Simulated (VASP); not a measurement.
# W (Im-3m) in VASP: a series of runs

W is run at these levels: PBEsol-based global hybrid with 25 % exact exchange, PBE, RPBE, PBE+D4+U; tasks: single point.

Everything below comes from runs of VASP 6.6.1. Logs are shortened: lines on timing, memory, paths and dates and some standing lists are left out, and cuts for length are marked.

## 1. The cell of the first run

Symmetry: Im-3m, No. 229, cubic system. Conventional cell: a = 3.165 Å, b = 3.165 Å, c = 3.165 Å, α = 90.00°, β = 90.00°, γ = 90.00°. W (site symmetry m-3m) has 14 W at 2.74 to 3.16 Å within 3.6 Å.

## 2. Single point, PBEsol-based global hybrid with 25 % exact exchange

File POSCAR:

```
W
1.0
   -1.5823450000      1.5823450000      1.5823450000
    1.5823450000     -1.5823450000      1.5823450000
    1.5823450000      1.5823450000     -1.5823450000
W
1
Direct
    0.0000000000      0.0000000000      0.0000000000
```

File INCAR.step1:

```
SYSTEM = W
ALGO = Normal ; EDIFF = 1E-5
ENCUT = 520 ; GGA = PE
ISIF = 2 ; ISMEAR = -1
LASPH = .TRUE. ; LCHARG = .FALSE.
LREAL = .FALSE. ; LWAVE = .TRUE.
NBANDS = 13 ; NELM = 100
PREC = Accurate ; SIGMA = 0.05
```

File INCAR.step2:

```
SYSTEM = W
AEXX = 0.25 ; ALGO = Normal
EDIFF = 1E-7 ; ENCUT = 520
GGA = PS ; ISIF = 2
ISMEAR = -1 ; ISTART = 1
LASPH = .TRUE. ; LCHARG = .FALSE.
LHFCALC = .TRUE. ; LREAL = .FALSE.
LWAVE = .FALSE. ; NBANDS = 13
NELM = 100 ; PREC = Accurate
PRECFOCK = Normal ; SIGMA = 0.05
```

File KPOINTS:

```
k-points
0
G
  6 6 6
  0 0 0
```

Potentials or basis: VASP PAW PBE potentials, release 64 (W_sv).

Launch:

```bash
cat potpaw_PBE.64/W_sv/POTCAR > POTCAR
cp INCAR.step1 INCAR
mpirun -np 1 vasp_std > vasp.out
cp INCAR.step2 INCAR
mpirun -np 1 vasp_std > vasp.out
```

OUTCAR:

```text
SYSTEM = W
   AEXX = 0.25
   EDIFF = 1E-7
   ENCUT = 520
   GGA = PS
   ISIF = 2
   ISMEAR = -1
   ISTART = 1
   LASPH = .TRUE.
   LHFCALC = .TRUE.
   LREAL = .FALSE.
   NELM = 100
   PREC = Accurate
   PRECFOCK = Normal

 ion  position               nearest neighbor table
   1  0.000  0.000  0.000-

  LATTYP: Found a body centered cubic cell.
 ALAT       =     3.1646900000

  Lattice vectors:

 A1 = (  -1.5823450000,   1.5823450000,   1.5823450000)
 A2 = (   1.5823450000,  -1.5823450000,   1.5823450000)
 A3 = (   1.5823450000,   1.5823450000,  -1.5823450000)

Analysis of symmetry for initial positions (statically):
=====================================================================
 Subroutine PRICEL returns:
 Original cell was already a primitive cell.

 Routine SETGRP: Setting up the symmetry group for a
 body centered cubic supercell.

 Subroutine GETGRP returns: Found 48 space group operations
 (whereof 48 operations were pure point group operations)
 out of a pool of 48 trial point group operations.

The static configuration has the point symmetry O_h .

Analysis of symmetry for dynamics (positions and initial velocities):
=====================================================================
 Subroutine PRICEL returns:
 Original cell was already a primitive cell.

 Routine SETGRP: Setting up the symmetry group for a
 body centered cubic supercell.

 Subroutine GETGRP returns: Found 48 space group operations
 (whereof 48 operations were pure point group operations)
 out of a pool of 48 trial point group operations.

The dynamic configuration has the point symmetry O_h .

 Subroutine INISYM returns: Found 48 space group operations
 (whereof 48 operations are pure point group operations),
 and found     1 'primitive' translations

----------------------------------------------------------------------------------------

                                     Primitive cell

  volume of cell :      15.8476

  direct lattice vectors                    reciprocal lattice vectors
    -1.582345000  1.582345000  1.582345000     0.000000000  0.315986716  0.315986716
     1.582345000 -1.582345000  1.582345000     0.315986716  0.000000000  0.315986716
     1.582345000  1.582345000 -1.582345000     0.315986716  0.315986716  0.000000000

  length of vectors
     2.740701935  2.740701935  2.740701935     0.446872699  0.446872699  0.446872699

  position of ions in fractional coordinates (direct lattice)
     0.000000000  0.000000000  0.000000000
[... 82 lines left out ...]
   ISMEAR =    -1;   SIGMA  =   0.05  broadening in eV -4-tet -1-fermi 0-gaus
   EFERMI_NEDOS =   21; number of points for ismear=-14 and -15
   IALGO  =     38    algorithm
   IMIX   =      1    mixing-type and parameters
     AMIX     =   0.40;   BMIX     =  1.00
     AMIX_MAG =   1.60;   BMIX_MAG =  1.00
  volume/ion in A,a.u.               =      15.85       106.94
  Fermi-wavevector in a.u.,A,eV,Ry     =   1.570832  2.968442 33.572544  2.467512
  Thomas-Fermi vector in A             =   2.672506
   LORBIT       =      0    0 simple, 1 ext, 2 COOP (PROOUT), +10 PAW based schemes
   GGA     = PS    functional components
   LHFCALC =     T    Hartree Fock is set to
   PRECFOCK=normal    Normal, Fast or Accurate (Low or Medium for compatibility)
   ENCUT4O =  -1.0   cutoff for four orbital integrals eV
   NKREDX  =     1    reduce k-point grid by
   NKREDY  =     1    reduce k-point grid by
   NKREDZ  =     1    reduce k-point grid by
   AEXX    =    0.2500 exact exchange contribution
   HFSCREEN=    0.0000 screening length (either q_TF or 0.3 A-1)
   HFSCREENC=   0.0000 screening length for correlation (either q_TF or 0.3 A-1)
   ENCUTFOCK=  -1.0 apply spherical cutoff to Coloumb kernel
   IVDW    =     0    specifies the selected vdW correction
   LEPSILON=     F    determine dielectric tensor
   LRPA    =     F    only Hartree local field effects (RPA)
 non-spin polarized calculation
  energy-cutoff  :      520.00
  volume of cell :       15.85
 maximum number of plane-waves:       438
  NGX = 16; NGY = 16; NGZ = 16

 number of electron      14.0000004 magnetization

 Free energy of the ion-electron system (eV)
  ---------------------------------------------------
  ext. energy  EPLUGINS =         0.00000000
  ---------------------------------------------------
  free energy    TOTEN  =       -16.84295971 eV

  energy without entropy =      -16.84295605  energy(sigma->0) =      -16.84295788

 E-fermi :  11.3215     XC(G=0): -10.7700

 val. band max:       10.7932957896   @ k =   0.1667   0.0000   0.0000
 cond. band min:      11.8107506658   @ k =   0.5000   0.0000   0.0000
 fundamental gap:      1.0174548763
 Fermi energy:        11.3214736326

 k-point     1 :       0.0000    0.0000    0.0000
  band No.  band energies     occupation
      1     -67.5010      2.00000
      2     -29.5005      2.00000
      3     -29.5005      2.00000
      4     -29.5005      2.00000
      5      -0.1787      2.00000
      6       9.2095      2.00000
      7       9.2095      2.00000
      8       9.2095      2.00000
      9      14.5749      0.00000
     10      14.5749      0.00000
     11      27.0142      0.00000
     12      27.0142      0.00000
     13      27.0142      0.00000
[... 226 lines left out ...]
  band No.  band energies     occupation
      1     -67.2201      2.00000
      2     -30.5152      2.00000
      3     -30.5152      2.00000
      4     -30.5152      2.00000
      5       4.1843      2.00000
      6       4.1843      2.00000
      7      17.4735      0.00000
      8      17.4735      0.00000
      9      17.4735      0.00000
     10      20.5134      0.00000
     11      20.5134      0.00000
     12      20.5134      0.00000
     13      29.0318      0.00000

------------------------ aborting loop because EDIFF is reached ----------------------------------------

  FORCE on cell =-STRESS in cart. coord.  units (eV):
  Direction    XX          YY          ZZ          XY          YZ          ZX
  --------------------------------------------------------------------------------------
  -------------------------------------------------------------------------------------
  Total       -0.9793868     -0.9793868     -0.9793868     -0.0000000      0.0000000      0.0000000
  in kB      -99.0150657    -99.0150657    -99.0150657     -0.0000000      0.0000000      0.0000000
  external PRESSURE =     -99.0150657 kB  Pullay stress =       0.0000000 kB

 VOLUME and BASIS-vectors are now :
 -----------------------------------------------------------------------------
  energy-cutoff  :      520.00
  volume of cell :       15.85
      direct lattice vectors                 reciprocal lattice vectors
    -1.582345000  1.582345000  1.582345000     0.000000000  0.315986716  0.315986716
     1.582345000 -1.582345000  1.582345000     0.315986716  0.000000000  0.315986716
     1.582345000  1.582345000 -1.582345000     0.315986716  0.315986716  0.000000000

 POSITION                                       TOTAL-FORCE (eV/Angst)
 -----------------------------------------------------------------------------------
      0.00000      0.00000      0.00000         0.000000      0.000000      0.000000
 -----------------------------------------------------------------------------------
    total drift:                                0.000000     -0.000000     -0.000000

  FREE ENERGIE OF THE ION-ELECTRON SYSTEM (eV)
  ---------------------------------------------------
  free  energy   TOTEN  =       -16.8429597072 eV

  energy  without entropy=      -16.8429560485  energy(sigma->0) =      -16.84295788
```

Run time: 6.7 min. Hardware: 1 thread of Intel Xeon Platinum 8488C (Sapphire Rapids), shared host; peak memory 0.14 GiB.

What came out:

| Item | Value |
| --- | --- |
| Free energy | -16.8430 eV |
| Pressure | -9.9 GPa |
| Band gap on the k mesh | zero (bands 7 and 8 overlap by 8.26 eV) |

Caveat: the k points lie up to 0.47 Å⁻¹ apart, too coarse for converged energies and pressures of a metal; the PAW data sets were made with another functional, which shifts forces and pressure a little; spin-orbit coupling is left out, which moves the levels of the heavy elements.

## 3. Single point, PBE

File INCAR:

```
SYSTEM = W
PREC = Accurate
ENCUT = 500
EDIFF = 1E-6
ISMEAR = 1
SIGMA = 0.025
LREAL = .False.
LASPH = .True.
NELM = 120
ALGO = Normal
ISIF = 2
LWAVE = .False.
LCHARG = .True.
GGA = PE
LELF = .True.
LVHAR = .True.
NBANDS = 13
GGA_COMPAT = .False.
```

File KPOINTS:

```
regular mesh
0
Gamma
  12 12 12
  0 0 0
```

POSCAR is that of step 2.

Potentials or basis: VASP PAW PBE potentials, release 64 (W_sv).

Launch:

```bash
cat potpaw_PBE.64/W_sv/POTCAR > POTCAR
mpirun -np 1 vasp_std > vasp.out
```

Wall time 6.5 s (1 thread of Intel Xeon Platinum 8488C (Sapphire Rapids), shared host); peak memory 0.13 GiB.

It converged, with:

* Free energy: -12.9476 eV
* Pressure: 6.7 GPa
* Band gap on the k mesh: zero (bands 7 and 8 overlap by 6.39 eV)

Levels at points of the mesh, in eV from the Fermi level:
```csv
k point,band 5,band 6,band 7,band 8,band 9,band 10
"(0.00, 0.00, 0.00)",-9.52,-1.12,-1.12,-1.12,2.38,2.38
"(0.50, 0.00, 0.00)",-6.16,-3.45,0.80,2.27,3.25,6.26
"(0.50, 0.50, 0.50)",-5.72,-5.72,5.28,5.28,5.28,8.37
```

Caveat: the cell stands under pressure; spin-orbit coupling is left out, which moves the levels of the heavy elements.

[end of part 1 of 3]
